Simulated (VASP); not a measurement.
# AlAs (d.b) (F-43m) in VASP: further runs

Runs on AlAs (d.b). Level: PBE+D3(BJ). Tasks: single point, relaxation of cell and atoms.

All numbers are computed with VASP 6.6.1; they aren't measurements. Logs are shortened: lines on timing, memory, paths and dates and some standing lists are left out, and cuts for length are marked.

**1. The cell of the first run**

The structure is cubic, space group F-43m (No. 216). The conventional cell has a = 5.680 Å, b = 5.680 Å, c = 5.680 Å, α = 90.00°, β = 90.00°, γ = 90.00°. Al (site symmetry -43m) has 4 As at 2.46 Å within 3.2 Å. As (site symmetry -43m) has 4 Al at 2.46 Å within 3.2 Å.

**2. Single point, PBE+D3(BJ)**

File INCAR:

```
PREC = Accurate
ENCUT = 500
EDIFF = 1E-6
ISMEAR = 0
SIGMA = 0.1
LREAL = F
LASPH = T
NELM = 120
ALGO = Normal
ISIF = 2
LWAVE = F
LCHARG = F
GGA = PE
IVDW = 12
NBANDS = 11
GGA_COMPAT = F
```

File KPOINTS:

```
regular mesh
0
Gamma
  6 6 6
```

File POSCAR:

```
AlAs
1.0
    0.0000000000      2.8400000000      2.8400000000
    2.8400000000      0.0000000000      2.8400000000
    2.8400000000      2.8400000000      0.0000000000
Al As
1 1
Direct
    0.0000000000      0.0000000000      0.0000000000
    0.2500000000      0.2500000000      0.2500000000
```

Potentials or basis: VASP PAW PBE potentials, release 64 (Al, As).

Started as:

```bash
> cat potpaw_PBE.64/Al/POTCAR potpaw_PBE.64/As/POTCAR > POTCAR
> mpirun -np 1 vasp_std > vasp.out
```

OUTCAR:

```text
PREC = Accurate
   ENCUT = 500
   EDIFF = 1E-6
   ISMEAR = 0
   LREAL = F
   LASPH = T
   NELM = 120
   ISIF = 2
   GGA = PE
   IVDW = 12
 IVDW          = 12

 ion  position               nearest neighbor table
   1  0.000  0.000  0.000-   2 2.46   2 2.46   2 2.46   2 2.46
   2  0.250  0.250  0.250-   1 2.46   1 2.46   1 2.46   1 2.46

  LATTYP: Found a face centered cubic cell.
 ALAT       =     5.6800000000

  Lattice vectors:

 A1 = (   0.0000000000,   2.8400000000,   2.8400000000)
 A2 = (   2.8400000000,   0.0000000000,   2.8400000000)
 A3 = (   2.8400000000,   2.8400000000,   0.0000000000)

Analysis of symmetry for initial positions (statically):
=====================================================================
 Subroutine PRICEL returns:
 Original cell was already a primitive cell.

 Routine SETGRP: Setting up the symmetry group for a
 face centered cubic supercell.

 Subroutine GETGRP returns: Found 24 space group operations
 (whereof 24 operations were pure point group operations)
 out of a pool of 48 trial point group operations.

The static configuration has the point symmetry T_d .

Analysis of symmetry for dynamics (positions and initial velocities):
=====================================================================
 Subroutine PRICEL returns:
 Original cell was already a primitive cell.

 Routine SETGRP: Setting up the symmetry group for a
 face centered cubic supercell.

 Subroutine GETGRP returns: Found 24 space group operations
 (whereof 24 operations were pure point group operations)
 out of a pool of 48 trial point group operations.

The dynamic configuration has the point symmetry T_d .

 Subroutine INISYM returns: Found 24 space group operations
 (whereof 24 operations are pure point group operations),
 and found     1 'primitive' translations

----------------------------------------------------------------------------------------

                                     Primitive cell

  volume of cell :      45.8126

  direct lattice vectors                    reciprocal lattice vectors
     0.000000000  2.840000000  2.840000000    -0.176056338  0.176056338  0.176056338
     2.840000000  0.000000000  2.840000000     0.176056338 -0.176056338  0.176056338
     2.840000000  2.840000000  0.000000000     0.176056338  0.176056338 -0.176056338

  length of vectors
     4.016366517  4.016366517  4.016366517     0.304938522  0.304938522  0.304938522

  position of ions in fractional coordinates (direct lattice)
     0.000000000  0.000000000  0.000000000
     0.250000000  0.250000000  0.250000000

  ion indices of the primitive-cell ions
   primitive index   ion index
                 1           1
                 2           2

----------------------------------------------------------------------------------------

 KPOINTS: regular mesh

Automatic generation of k-mesh.
 Grid dimensions read from file:
 generate k-points for:    6    6    6

 Generating k-lattice:

  Cartesian coordinates                     Fractional coordinates (reciprocal lattice)
    -0.029342723  0.029342723  0.029342723     0.166666667  0.000000000  0.000000000
     0.029342723 -0.029342723  0.029342723     0.000000000  0.166666667  0.000000000
     0.029342723  0.029342723 -0.029342723     0.000000000  0.000000000  0.166666667

  Length of vectors
     0.050823087  0.050823087  0.050823087

  Shift w.r.t. Gamma in fractional coordinates (k-lattice)
     0.000000000  0.000000000  0.000000000

 Subroutine IBZKPT returns following result:
 ===========================================

 Found     16 irreducible k-points:

 Following reciprocal coordinates:
            Coordinates               Weight
  0.000000  0.000000  0.000000      1.000000
  0.166667  0.000000  0.000000      8.000000
  0.333333  0.000000  0.000000      8.000000
  0.500000  0.000000  0.000000      4.000000
  0.166667  0.166667  0.000000      6.000000
  0.333333  0.166667  0.000000     24.000000
[... 8 lines left out ...]
 -0.333333  0.333333  0.166667     24.000000
 -0.333333  0.500000  0.166667     12.000000
   k-points           NKPTS =     16   k-points in BZ     NKDIM =     16   number of bands    NBANDS=     11
   number of dos      NEDOS =    301   number of ions     NIONS =      2
   total plane-waves  NPLWV =  27000
   dimension x,y,z NGX =    30 NGY =   30 NGZ =   30
   dimension x,y,z NGXF=    60 NGYF=   60 NGZF=   60
   ions per type =               1   1
   NGX,Y,Z   is equivalent  to a cutoff of  12.42, 12.42, 12.42 a.u.
   NGXF,Y,Z  is equivalent  to a cutoff of  24.84, 24.84, 24.84 a.u.
 SYSTEM =  unknown system
   PREC   = accura    normal or accurate (medium, high low for compatibility)
   ISTART =      0    job   : 0-new  1-cont  2-samecut
   ICHARG =      2    charge: 1-file 2-atom 10-const
   ISPIN  =      1    spin polarized calculation?
   LNONCOLLINEAR =      F non collinear calculations
   LSORBIT =      F    spin-orbit coupling
   LASPH  =      T    aspherical Exc in radial PAW
   ENCUT  =  500.0 eV  36.75 Ry    6.06 a.u.   7.32  7.32  7.32*2*pi/ulx,y,z
   NELM   =    120;   NELMIN=  2; NELMDL= -5     # of ELM steps
   EDIFF  = 0.1E-05   stopping-criterion for ELM
   LREAL  =      F    real-space projection
   EDIFFG = 0.1E-04   stopping-criterion for IOM
   NSW    =      0    number of steps for IOM
   IBRION =     -1    ionic relax: 0-MD 1-quasi-New 2-CG
   NFREE  =      0    steps in history (QN), initial steepest desc. (CG)
   ISIF   =      2    stress and relaxation
   ISYM   =      2    0-nonsym 1-usesym 2-fastsym
   POTIM  = 0.5000    time-step for ionic-motion
   TEBEG  =    0.0;   TEEND  =   0.0 temperature during run
   PSTRESS=    0.0 pullay stress
   NELECT =       8.0000    total number of electrons
   NUPDOWN=      -1.0000    fix difference up-down
   EMIN   =  10.00;   EMAX   =-10.00  energy-range for DOS
   EFERMI =   0.00;   METHOD = LEGACY
   ISMEAR =     0;   SIGMA  =   0.10  broadening in eV -4-tet -1-fermi 0-gaus
   EFERMI_NEDOS =   21; number of points for ismear=-14 and -15
   IALGO  =     38    algorithm
   IMIX   =      4    mixing-type and parameters
     AMIX     =   0.40;   BMIX     =  1.00
     AMIX_MAG =   1.60;   BMIX_MAG =  1.00
  volume/ion in A,a.u.               =      22.91       154.58
  Fermi-wavevector in a.u.,A,eV,Ry     =   0.915046  1.729187 11.392295  0.837310
  Thomas-Fermi vector in A             =   2.039743
   LORBIT       =      0    0 simple, 1 ext, 2 COOP (PROOUT), +10 PAW based schemes
   GGA     = PE    functional components
   LHFCALC =     F    Hartree Fock is set to
   AEXX    =    0.0000 exact exchange contribution
   IVDW    =    12    specifies the selected vdW correction
   LEPSILON=     F    determine dielectric tensor
   LRPA    =     F    only Hartree local field effects (RPA)
 non-spin polarized calculation
 Gauss-broadening in eV      SIGMA  =   0.10
  energy-cutoff  :      500.00
  volume of cell :       45.81
 maximum number of plane-waves:      1211
 NGX is ok and might be reduce to    30
   NGX = 15   NGY = 15   NGZ = 15

 number of electron       7.9999999 magnetization

 Free energy of the ion-electron system (eV)
  ---------------------------------------------------
  ext. energy  EPLUGINS =         0.00000000
  ---------------------------------------------------
  free energy    TOTEN  =        -9.36981314 eV

  energy without entropy =       -9.36981314  energy(sigma->0) =       -9.36981314

 E-fermi :   4.2700     XC(G=0):  -8.9995

 val. band max:        3.8086496491   @ k =   0.0000   0.0000   0.0000
 cond. band min:       5.2576798162   @ k =   0.5000   0.5000   0.0000
 fundamental gap:      1.4490301670
 Fermi energy:         4.2700422199

 k-point     1 :       0.0000    0.0000    0.0000
  band No.  band energies     occupation
      1      -7.9995      2.00000
      2       3.8086      2.00000
      3       3.8086      2.00000
      4       3.8086      2.00000
      5       5.7881      0.00000
      6       8.0748      0.00000
      7       8.0748      0.00000
      8       8.0748      0.00000
      9      12.6225      0.00000
     10      12.7968      0.00000
     11      12.7968      0.00000

 k-point     2 :       0.1667    0.0000    0.0000
  band No.  band energies     occupation
      1      -7.7346      2.00000
      2       1.7181      2.00000
      3       3.5478      2.00000
      4       3.5478      2.00000
      5       6.5814      0.00000
      6       8.5079      0.00000
      7       8.5079      0.00000
      8       8.9573      0.00000
      9      12.0234      0.00000
     10      12.0234      0.00000
     11      13.5059      0.00000

 k-point     3 :       0.3333    0.0000    0.0000
  band No.  band energies     occupation
      1      -7.0655      2.00000
      2      -0.6551      2.00000
      3       3.1503      2.00000
      4       3.1503      2.00000
      5       6.1368      0.00000
      6       8.6536      0.00000
      7       8.6536      0.00000
      8      11.2613      0.00000
      9      12.8219      0.00000
     10      12.8219      0.00000
     11      13.1272      0.00000

 k-point     4 :       0.5000    0.0000    0.0000
  band No.  band energies     occupation
      1      -6.6009      2.00000
      2      -1.7208      2.00000
      3       2.9898      2.00000
      4       2.9898      2.00000
      5       5.9117      0.00000
      6       8.4776      0.00000
      7       8.4776      0.00000
      8      11.5380      0.00000
      9      14.9202      0.00000
     10      15.3198      0.00000
     11      15.3198      0.00000
[... 127 lines left out ...]
 k-point    14 :       0.5000    0.3333    0.1667
  band No.  band energies     occupation
      1      -6.5476      2.00000
      2      -0.8084      2.00000
      3       1.1161      2.00000
      4       2.1781      2.00000
      5       7.4680      0.00000
      6       8.3201      0.00000
      7       8.9435      0.00000
      8      11.6799      0.00000
      9      13.0208      0.00000
     10      14.4522      0.00000
     11      16.7501      0.00000

 k-point    15 :      -0.3333    0.3333    0.1667
  band No.  band energies     occupation
      1      -6.1940      2.00000
      2      -1.2864      2.00000
      3       0.6686      2.00000
      4       1.8035      2.00000
      5       7.7300      0.00000
      6       8.3691      0.00000
      7      10.4713      0.00000
      8      11.1836      0.00000
      9      12.1081      0.00000
     10      15.2326      0.00000
     11      16.5046      0.00000

 k-point    16 :      -0.3333    0.5000    0.1667
  band No.  band energies     occupation
      1      -6.0360      2.00000
      2      -1.3587      2.00000
      3       0.9053      2.00000
      4       1.1491      2.00000
      5       6.9779      0.00000
      6       7.9010      0.00000
      7      10.8888      0.00000
      8      11.5841      0.00000
      9      14.3307      0.00000
     10      16.0254      0.00000
     11      16.3070      0.00000

------------------------ aborting loop because EDIFF is reached ----------------------------------------

 Edisp (eV)   -0.62738

 E8    (eV) :    -0.2741

  FORCE on cell =-STRESS in cart. coord.  units (eV):
  Direction    XX          YY          ZZ          XY          YZ          ZX
  --------------------------------------------------------------------------------------
  -------------------------------------------------------------------------------------
  Total      -0.11066    -0.11066    -0.11066    -0.00000     0.00000    -0.00000
  in kB      -3.86994    -3.86994    -3.86994    -0.00000     0.00000    -0.00000
  external pressure =       -3.87 kB  Pullay stress =        0.00 kB

 VOLUME and BASIS-vectors are now :
 -----------------------------------------------------------------------------
  energy-cutoff  :      500.00
  volume of cell :       45.81
      direct lattice vectors                 reciprocal lattice vectors
     0.000000000  2.840000000  2.840000000    -0.176056338  0.176056338  0.176056338
     2.840000000  0.000000000  2.840000000     0.176056338 -0.176056338  0.176056338
     2.840000000  2.840000000  0.000000000     0.176056338  0.176056338 -0.176056338

 POSITION                                       TOTAL-FORCE (eV/Angst)
 -----------------------------------------------------------------------------------
      0.00000      0.00000      0.00000         0.000000      0.000000      0.000000
      1.42000      1.42000      1.42000        -0.000000     -0.000000     -0.000000
 -----------------------------------------------------------------------------------
    total drift:                               -0.000000     -0.000000     -0.000000

  FREE ENERGIE OF THE ION-ELECTRON SYSTEM (eV)
  ---------------------------------------------------
  free  energy   TOTEN  =        -9.9971922904 eV

  energy  without entropy=       -9.9971922904  energy(sigma->0) =       -9.99719229
```

Run time: 4.4 s. Hardware: 1 thread of Intel Xeon 6975P-C (Granite Rapids), shared host; peak memory 0.17 GiB.

Results:

```
Free energy                : -9.9972 eV
Pressure                   : -0.4 GPa
Band gap on the k mesh     : 1.45 eV, indirect (least direct gap 1.98 eV)
Dispersion energy per atom : -0.314 eV
```

A k mesh can miss the band edges.

**3. Single point, PBE+D3(BJ)**

This run uses another cell than the first one, of 22.72 Å³/atom, 0.992 times its volume.

File INCAR:

```
SYSTEM = AlAs
PREC     = Accurate       ! precision mode
ENCUT    = 500            ! plane-wave cutoff, eV
EDIFF    = 1E-6           ! SCF threshold, eV
ISMEAR   = 0              ! smearing method
SIGMA    = 0.02           ! smearing width, eV
LREAL    = .False.        ! projectors in reciprocal space
LASPH    = .True.         ! aspherical terms in the spheres
NELM     = 120            ! most SCF steps
ALGO     = Normal         ! electronic algorithm
ISIF     = 2              ! what is computed and relaxed
LWAVE    = .False.        ! write WAVECAR
LCHARG   = .True.         ! write CHGCAR
GGA      = PE             ! functional
IVDW     = 12             ! dispersion correction
LELF     = .True.         ! ELF
LVHAR    = .True.       
NBANDS   = 11             ! bands
GGA_COMPAT= .False.
```

File KPOINTS:

```
Automatic mesh
0
Gamma
  8 8 8
  0 0 0
```

File POSCAR:

```
AlAs
1.0
    0.0000000000      2.8321860547      2.8321860547
    2.8321860547      0.0000000000      2.8321860547
    2.8321860547      2.8321860547      0.0000000000
Al As
1 1
Direct
    0.0000000000      0.0000000000      0.0000000000
    0.2500000000      0.2500000000      0.2500000000
```

Potentials or basis: VASP PAW PBE potentials, release 64 (Al, As).

Started as:

```bash
> cat potpaw_PBE.64/Al/POTCAR potpaw_PBE.64/As/POTCAR > POTCAR
> mpirun -np 1 vasp_std > vasp.out
```

OUTCAR:

```text
SYSTEM = AlAs
   PREC = Accurate
   ENCUT = 500
   EDIFF = 1E-6
   ISMEAR = 0
   LREAL = .False.
   LASPH = .True.
   NELM = 120
   ISIF = 2
   GGA = PE
   IVDW = 12
 IVDW          = 12

 ion  position               nearest neighbor table
   1  0.000  0.000  0.000-   2 2.45   2 2.45   2 2.45   2 2.45
   2  0.250  0.250  0.250-   1 2.45   1 2.45   1 2.45   1 2.45

  LATTYP: Found a face centered cubic cell.
 ALAT       =     5.6643721094

  Lattice vectors:

[... 522 lines left out ...]
 [... further k-points ...]

------------------------ aborting loop because EDIFF is reached ----------------------------------------

 Edisp (eV)   -0.63305

 E8    (eV) :    -0.2766

  FORCE on cell =-STRESS in cart. coord.  units (eV):
  Direction    XX          YY          ZZ          XY          YZ          ZX
  --------------------------------------------------------------------------------------
  -------------------------------------------------------------------------------------
  Total       0.05593     0.05593     0.05593     0.00000     0.00000    -0.00000
  in kB       1.97231     1.97231     1.97231     0.00000     0.00000    -0.00000
  external pressure =        1.97 kB  Pullay stress =        0.00 kB

 VOLUME and BASIS-vectors are now :
 -----------------------------------------------------------------------------
  energy-cutoff  :      500.00
  volume of cell :       45.44
      direct lattice vectors                 reciprocal lattice vectors
     0.000000000  2.832186055  2.832186055    -0.176542074  0.176542074  0.176542074
     2.832186055  0.000000000  2.832186055     0.176542074 -0.176542074  0.176542074
     2.832186055  2.832186055  0.000000000     0.176542074  0.176542074 -0.176542074

 POSITION                                       TOTAL-FORCE (eV/Angst)
 -----------------------------------------------------------------------------------
      0.00000      0.00000      0.00000         0.000000      0.000000      0.000000
      1.41609      1.41609      1.41609        -0.000000     -0.000000     -0.000000
 -----------------------------------------------------------------------------------
    total drift:                               -0.000000     -0.000000     -0.000000

  FREE ENERGIE OF THE ION-ELECTRON SYSTEM (eV)
  ---------------------------------------------------
  free  energy   TOTEN  =       -10.0078711158 eV

  energy  without entropy=      -10.0078711158  energy(sigma->0) =      -10.00787112
```

OSZICAR:

```text
N       E                     dE             d eps       ncg     rms          rms(c)
DAV:   1     0.129780318191E+02    0.12978E+02   -0.28903E+03   638   0.526E+02
DAV:   2    -0.865342396535E+01   -0.21631E+02   -0.20413E+02   835   0.822E+01
DAV:   3    -0.959029263362E+01   -0.93687E+00   -0.93544E+00   811   0.175E+01
DAV:   4    -0.959711920501E+01   -0.68266E-02   -0.68261E-02   739   0.180E+00
DAV:   5    -0.959725246973E+01   -0.13326E-03   -0.13326E-03   787   0.238E-01    0.322E+00
DAV:   6    -0.940734131791E+01    0.18991E+00   -0.33432E-01   707   0.209E+00    0.187E+00
DAV:   7    -0.937399265543E+01    0.33349E-01   -0.16792E-01   713   0.161E+00    0.680E-01
DAV:   8    -0.937457333141E+01   -0.58068E-03   -0.11153E-02   701   0.495E-01    0.107E-01
DAV:   9    -0.937468812593E+01   -0.11479E-03   -0.40305E-04   758   0.115E-01    0.598E-02
DAV:  10    -0.937481857602E+01   -0.13045E-03   -0.17343E-04   711   0.705E-02    0.683E-03
DAV:  11    -0.937482230368E+01   -0.37277E-05   -0.19478E-05   763   0.191E-02    0.581E-03
DAV:  12    -0.937482218500E+01    0.11868E-06   -0.20143E-06   730   0.681E-03
   1 F= -.10007871E+02 E0= -.10007871E+02  d E =-.216237E-24
```

stdout:

```text
POSCAR found type information on POSCAR AlAs
 POSCAR found :  2 types and       2 ions
 scaLAPACK will be used
 LDA part: xc-table for (Slater+PW92), standard interpolation
 POSCAR, INCAR and KPOINTS ok, starting setup
 FFT: planning ... GRIDC
 FFT: planning ... GRID_SOFT
 FFT: planning ... GRID
 WAVECAR not read
 entering main loop
```

Run time: 6.7 s. Hardware: 1 thread of Intel Xeon 6975P-C (Granite Rapids), shared host; peak memory 0.18 GiB.

What came out:

```
Free energy                : -10.0079 eV
Pressure                   : 0.2 GPa
Band gap on the k mesh     : 1.44 eV, indirect (least direct gap 2.05 eV)
Dispersion energy per atom : -0.317 eV
```

Levels at points of the mesh, in eV from the valence-band top:
| k point | band 1 | band 2 | band 3 | band 4 | band 5 | band 6 | band 7 | band 8 |
| --- | --- | --- | --- | --- | --- | --- | --- | --- |
| (0.00, 0.00, 0.00) | -11.85 | 0.00 | 0.00 | 0.00 | 2.05 | 4.28 | 4.28 | 4.28 |
| (0.50, 0.00, 0.00) | -10.44 | -5.56 | -0.82 | -0.82 | 2.14 | 4.68 | 4.68 | 7.75 |
| (0.50, 0.50, 0.00) | -9.89 | -5.43 | -2.17 | -2.17 | 1.44 | 2.29 | 10.32 | 10.32 |

A k mesh can miss the band edges.

(Part 1 of 2 ends here.)
